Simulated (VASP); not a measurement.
# ZnSnN2 (P-4m2) in VASP: a series of runs, part 2 of 2

VASP 6.6.1. Earlier steps stand in the parts before.

**3. Single point, r2SCAN (biaxial xy strain -4.9%)**

File POSCAR:

```
ZnSnN2
1.0
    3.2166393568      0.0000000000      0.0000000000
    0.0000000000      3.2166393568      0.0000000000
    0.0000000000      0.0000000000      4.6996405198
Zn N Sn
1 2 1
Direct
    0.0000000000      0.0000000000      0.0000000000
    0.0000000000      0.5000000000      0.2418163131
    0.5000000000      0.0000000000      0.7581836869
    0.5000000000      0.5000000000      0.5000000000
```

File INCAR.step1:

```
SYSTEM = ZnSnN2
ALGO = Normal
EDIFF = 1E-4
ENCUT = 520
GGA = PE
ISMEAR = 0
LASPH = .True.
LCHARG = .False.
LREAL = .False.
LWAVE = .True.
NBANDS = 26
NELM = 100
PREC = Accurate
SIGMA = 0.01
```

File INCAR.step2:

```
SYSTEM = ZnSnN2
ALGO = Normal
EDIFF = 1E-6
ENCUT = 520
ISIF = 2
ISMEAR = 0
ISTART = 1
LASPH = .True.
LCHARG = .False.
LMIXTAU = .True.
LREAL = .False.
LWAVE = .False.
METAGGA = R2SCAN
NBANDS = 26
NELM = 100
PREC = Accurate
SIGMA = 0.01
```

File KPOINTS:

```
k-points
0
Gamma
  8 8 6
  0 0 0
```

Potentials or basis: VASP PAW PBE potentials, release 64 (Zn, N, Sn_d).

On the command line:

```bash
> cat potpaw_PBE.64/Zn/POTCAR potpaw_PBE.64/N/POTCAR potpaw_PBE.64/Sn_d/POTCAR > POTCAR
> cp INCAR.step1 INCAR
> mpirun -np 1 vasp_std > vasp.out
> cp INCAR.step2 INCAR
> mpirun -np 1 vasp_std > vasp.out
```

OUTCAR:

```text
SYSTEM = ZnSnN2
   EDIFF = 1E-6
   ENCUT = 520
   ISIF = 2
   ISMEAR = 0
   ISTART = 1
   LASPH = .True.
   LREAL = .False.
   METAGGA = R2SCAN
   NELM = 100
   PREC = Accurate

 ion  position               nearest neighbor table
   1  0.000  0.000  0.000-   2 1.97   3 1.97   2 1.97   3 1.97   4 3.27   4 3.27   4 3.27   4 3.27
                             4 3.27   4 3.27   4 3.27   4 3.27
   2  0.000  0.500  0.242-   1 1.97   1 1.97   4 2.01   4 2.01
   3  0.500  0.000  0.758-   1 1.97   1 1.97   4 2.01   4 2.01
   4  0.500  0.500  0.500-   2 2.01   3 2.01   3 2.01   2 2.01   1 3.27   1 3.27   1 3.27   1 3.27
                             1 3.27   1 3.27   1 3.27   1 3.27

  LATTYP: Found a simple tetragonal cell.
 ALAT       =     3.2166393568
 C/A-ratio  =     1.4610405453

  Lattice vectors:

 A1 = (   3.2166393568,   0.0000000000,   0.0000000000)
 A2 = (   0.0000000000,   3.2166393568,   0.0000000000)
 A3 = (   0.0000000000,   0.0000000000,   4.6996405198)

Analysis of symmetry for initial positions (statically):
=====================================================================
 Subroutine PRICEL returns:
 Original cell was already a primitive cell.

 Routine SETGRP: Setting up the symmetry group for a
 simple tetragonal supercell.

 Subroutine GETGRP returns: Found  8 space group operations
 (whereof  8 operations were pure point group operations)
 out of a pool of 16 trial point group operations.

The static configuration has the point symmetry D_2d.

Analysis of symmetry for dynamics (positions and initial velocities):
=====================================================================
 Subroutine PRICEL returns:
 Original cell was already a primitive cell.

 Routine SETGRP: Setting up the symmetry group for a
 simple tetragonal supercell.

[... 124 lines left out ...]
   EFERMI_NEDOS =   21; number of points for ismear=-14 and -15
   IALGO  =     38    algorithm
   IMIX   =      4    mixing-type and parameters
     AMIX     =   0.40;   BMIX     =  1.00
     AMIX_MAG =   1.60;   BMIX_MAG =  1.00
  volume/ion in A,a.u.               =      12.16        82.04
  Fermi-wavevector in a.u.,A,eV,Ry     =   1.480991  2.798668 29.842142  2.193336
  Thomas-Fermi vector in A             =   2.594957
   LORBIT       =      0    0 simple, 1 ext, 2 COOP (PROOUT), +10 PAW based schemes
   METAGGA = R2SCAN    functional components
   LHFCALC =     F    Hartree Fock is set to
   AEXX    =    0.0000 exact exchange contribution
   IVDW    =     0    specifies the selected vdW correction
   LEPSILON=     F    determine dielectric tensor
   LRPA    =     F    only Hartree local field effects (RPA)
 non-spin polarized calculation
 Gauss-broadening in eV      SIGMA  =   0.01
  energy-cutoff  :      520.00
  volume of cell :       48.63
 maximum number of plane-waves:      1328
 NGX is ok and might be reduce to    24
   NGX = 11   NGY = 11   NGZ = 17

 number of electron      36.0000031 magnetization

 Free energy of the ion-electron system (eV)
  ---------------------------------------------------
  ext. energy  EPLUGINS =         0.00000000
  ---------------------------------------------------
  free energy    TOTEN  =       -51.96915194 eV

  energy without entropy =      -51.96915194  energy(sigma->0) =      -51.96915194

 E-fermi :   6.6875     XC(G=0): -12.4737

 val. band max:        6.5378304161   @ k =   0.0000   0.0000   0.0000
 cond. band min:       7.1253168930   @ k =   0.0000   0.0000   0.0000
 fundamental gap:      0.5874864769
 Fermi energy:         6.6874672817

 k-point     1 :       0.0000    0.0000    0.0000
  band No.  band energies     occupation
      1     -15.6326      2.00000
      2     -15.1192      2.00000
      3     -15.1192      2.00000
      4     -15.0526      2.00000
      5     -14.9057      2.00000
      6     -10.9469      2.00000
[... 685 lines left out ...]
     25      17.7830      0.00000
     26      19.0324      0.00000

 [... further k-points ...]

------------------------ aborting loop because EDIFF is reached ----------------------------------------

  FORCE on cell =-STRESS in cart. coord.  units (eV):
  Direction    XX          YY          ZZ          XY          YZ          ZX
  --------------------------------------------------------------------------------------
  -------------------------------------------------------------------------------------
  Total        6.8569788      6.8569788      5.1714239      0.0000000      0.0000000      0.0000000
  in kB      225.9300557    225.9300557    170.3928392      0.0000000      0.0000000      0.0000000
  external PRESSURE =     207.4176502 kB  Pullay stress =       0.0000000 kB

 VOLUME and BASIS-vectors are now :
 -----------------------------------------------------------------------------
  energy-cutoff  :      520.00
  volume of cell :       48.63
      direct lattice vectors                 reciprocal lattice vectors
     3.216639357  0.000000000  0.000000000     0.310883468  0.000000000  0.000000000
     0.000000000  3.216639357  0.000000000     0.000000000  0.310883468  0.000000000
     0.000000000  0.000000000  4.699640520     0.000000000  0.000000000  0.212782232

 POSITION                                       TOTAL-FORCE (eV/Angst)
 -----------------------------------------------------------------------------------
      0.00000      0.00000      0.00000         0.000000     -0.000000      0.000000
      0.00000      1.60832      1.13645        -0.000000     -0.000000     -0.002129
      1.60832      0.00000      3.56319         0.000000     -0.000000      0.002129
      1.60832      1.60832      2.34982        -0.000000      0.000000      0.000000
 -----------------------------------------------------------------------------------
    total drift:                                0.000000      0.000000     -0.000000

  FREE ENERGIE OF THE ION-ELECTRON SYSTEM (eV)
  ---------------------------------------------------
  free  energy   TOTEN  =       -51.9691519435 eV

  energy  without entropy=      -51.9691519435  energy(sigma->0) =      -51.96915194
```

OUTCAR.step1:

```text
SYSTEM = ZnSnN2
   EDIFF = 1E-4
   ENCUT = 520
   GGA = PE
   ISMEAR = 0
[... 928 lines left out ...]
      0.00000      0.00000      0.00000         0.000000      0.000000      0.000000
      0.00000      1.60832      1.13645         0.000000      0.000000     -0.124990
      1.60832      0.00000      3.56319         0.000000      0.000000      0.124990
      1.60832      1.60832      2.34982         0.000000     -0.000000      0.000000
 -----------------------------------------------------------------------------------
    total drift:                                0.000000      0.000000     -0.000000

  FREE ENERGIE OF THE ION-ELECTRON SYSTEM (eV)
  ---------------------------------------------------
  free  energy   TOTEN  =       -20.8897056071 eV

  energy  without entropy=      -20.8897056071  energy(sigma->0) =      -20.88970561
```

OSZICAR.step1:

```text
N       E                     dE             d eps       ncg     rms          rms(c)
DAV:   1     0.313015067790E+03    0.31302E+03   -0.18329E+04  3236   0.220E+03
DAV:   2     0.148295269274E+02   -0.29819E+03   -0.28322E+03  3184   0.471E+02
DAV:   3    -0.239289128614E+02   -0.38758E+02   -0.37999E+02  3558   0.157E+02
DAV:   4    -0.252733598438E+02   -0.13444E+01   -0.13379E+01  3662   0.307E+01
DAV:   5    -0.252946460805E+02   -0.21286E-01   -0.21282E-01  3568   0.413E+00    0.150E+01
DAV:   6    -0.206588371333E+02    0.46358E+01   -0.81802E+00  4886   0.724E+01    0.813E+00
DAV:   7    -0.209444741097E+02   -0.28564E+00   -0.37080E+00  3204   0.139E+01    0.470E+00
DAV:   8    -0.209225862687E+02    0.21888E-01   -0.36379E-01  4678   0.666E+00    0.143E+00
DAV:   9    -0.208882632878E+02    0.34323E-01   -0.92810E-02  4674   0.454E+00    0.292E-01
DAV:  10    -0.208895642038E+02   -0.13009E-02   -0.15036E-02  3262   0.813E-01    0.167E-01
DAV:  11    -0.208898010515E+02   -0.23685E-03   -0.10052E-03  3790   0.357E-01    0.602E-02
DAV:  12    -0.208897056071E+02    0.95444E-04   -0.23368E-04  3010   0.222E-01
   1 F= -.20889706E+02 E0= -.20889706E+02  d E =-.223519E-65
```

Run time: 2.4 min. Hardware: 1 thread of Intel Xeon Platinum 8259CL at 2.50GHz (Skylake/Cascade Lake), shared host; peak memory 0.21 GiB.

What came out:

| Quantity | Value |
| --- | --- |
| Free energy | -51.9692 eV |
| Pressure | 20.7 GPa |
| Band gap on the k mesh | 0.59 eV, direct |

Forces on the atoms (eV/Å):
```
Zn   0.000  0.000  0.000
N    0.000  0.000 -0.002
N    0.000  0.000  0.002
Sn   0.000  0.000  0.000
```

Caveat: the cell differs from its parent crystal (biaxial xy strain -4.9%); the PAW data sets were made with another functional, which shifts forces and pressure a little; spin-orbit coupling is left out, which moves the levels of the heavy elements.
